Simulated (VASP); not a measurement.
**SnO2: single point with PBE**

The system is SnO2.

```xyz
6
Lattice="4.4415 0.0000 0.0000 0.0000 4.4415 0.0000 0.0000 0.0000 3.1085" Properties=species:S:1:pos:R:3 pbc="T T T"
Sn    0.0000    0.0000    0.0000
Sn    2.2207    2.2207    1.5542
O     1.3618    1.3618    0.0000
O     0.8590    3.5825    1.5542
O     3.0797    3.0797    0.0000
O     3.5825    0.8590    1.5542
```

This cell differs from its parent crystal: strain -0.080 along x and y, -0.040 along z.

```json
{
  "Program": "VASP 6.6.1",
  "Task": "single point",
  "Functional": "PBE",
  "Potentials or basis": "VASP PAW PBE potentials, release 64 (Sn_d, O)",
  "Cutoff": "520 eV",
  "k mesh": "6 × 6 × 8",
  "Occupations": "gaussian, width 0.05 eV",
  "Spin": "no spin polarisation"
}
```

The pressure is 60.2 GPa and the largest force is 0.345 eV/Å. The band gap on the k mesh is 3.12 eV.

Forces in eV/Å, atoms in the order of the input:
```
Sn   0.000  0.000  0.000
Sn   0.000  0.000  0.000
O   -0.244 -0.244  0.000
O    0.244 -0.244  0.000
O    0.244  0.244  0.000
O   -0.244  0.244  0.000
```

Stress tensor (GPa, compression positive):
```
59.08  0.00  0.00
 0.00 59.08  0.00
 0.00  0.00 62.50
```

Levels at points of the mesh, in eV from the valence-band top:
```csv
k point,band 22,band 23,band 24,band 25,band 26,band 27,band 28,band 29,band 30,band 31
"(0.00, 0.00, 0.00)",-1.16,-1.16,-0.85,-0.85,0.00,3.12,6.93,6.93,7.18,11.47
"(0.50, 0.00, 0.00)",-2.06,-1.15,-1.15,-0.65,-0.65,6.21,6.21,7.75,7.75,13.00
"(0.50, 0.50, 0.00)",-2.30,-1.28,-1.28,-0.94,-0.94,6.59,6.59,8.56,8.56,12.62
"(0.00, 0.00, 0.50)",-2.61,-2.09,-2.09,-1.46,-1.46,8.18,8.18,10.98,10.98,11.46
"(0.50, 0.00, 0.50)",-1.92,-1.33,-1.33,-0.34,-0.34,8.59,8.59,9.62,9.62,12.23
"(0.50, 0.50, 0.50)",-2.13,-1.06,-1.06,-0.93,-0.93,6.72,6.72,9.65,9.65,12.21
```

It took 33 s on 1 thread of Intel(R) Xeon(R) 6975P-C (Granite Rapids), with other jobs on the host, peak memory 0.22 GiB.

Caveat: the cell differs from its parent crystal (strain -0.080 along x and y, -0.040 along z); the cell stands under pressure; spin-orbit coupling is left out, which moves the levels of the heavy elements.
